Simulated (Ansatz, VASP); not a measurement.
# Two plane-wave programs on Ga

```
Ga
1.0
     2.71648    0.00000    0.00000
     0.00000    2.71648    0.00000
     0.00000    0.00000    2.71648
Ga
1
Direct
  0.00000 0.00000 0.00000
```

Alike in both runs: task relaxation of cell and atoms; functional HF; k mesh 5 × 5 × 5; occupations fermi-dirac, width 0.05 eV; no spin polarisation.

```csv
,VASP,Ansatz
version,VASP 6.6.1,Ansatz 0.2.0
potentials or method,"VASP PAW PBE potentials, release 64 (Ga_d)",Ansatz PAW
plane-wave cutoff (eV),600,420
valence electrons in the cell,13,13
```

|  | VASP | Ansatz | Ansatz less VASP |
| --- | --- | --- | --- |
| gap on the k mesh at the Fermi level, each at its own relaxed structure (eV) | none | none | - |
| relaxed volume (Å³/atom) | 21.89 | 22.22 | +0.332 |
| relaxed cell length with the largest relative difference (Å) | 2.797 | 2.811 | +0.0141 |

VASP's potentials were made for PBE, not for HF. A gap of «none» marks a metal or a gap that the smearing closes.

The k mesh is coarse, so the values compare programs but aren't converged. Noted on Ansatz's run: the plane-wave basis is chosen anew once the cell has moved, so the energies of steps on either side of that aren't comparable.
